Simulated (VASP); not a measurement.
Here is a VASP 6.6.1 calculation.

The input INCAR:

```
  ALGO = Normal
  EDIFF = 1E-6
  ENCUT = 520
  ISIF = 2
  ISMEAR = -1
  LASPH = True
  LCHARG = True
  LELF = True
  LREAL = False
  LVHAR = True
  LWAVE = False
  NBANDS = 10
  NELM = 80
  PREC = Accurate
  SIGMA = 0.1
```

Contents of KPOINTS:

```
k-points
0
Gamma
  14 14 14
```

POSCAR

```
Re
1.0
    2.6054850009      0.0000000000      0.0000000000
    0.0000000000      2.6054850009      0.0000000000
    0.0000000000      0.0000000000      2.6054850009
Re
1
Direct
    0.0000000000      0.0000000000      0.0000000000
```

Potentials or basis: VASP PAW LDA potentials, release 64 (Re).

Command:

```bash
$ cat potpaw_LDA.64/Re/POTCAR > POTCAR
$ mpirun -np 1 vasp_std > vasp.out
```

Q: What does it give for the band gap on the k mesh?

A: Zero (an odd number of electrons rules out a gap without spin polarisation).

Q: Estimate the pressure.

A: -19.6 GPa.

Caveat: the cell stands under tension; spin-orbit coupling is left out, which moves the levels of the heavy elements.
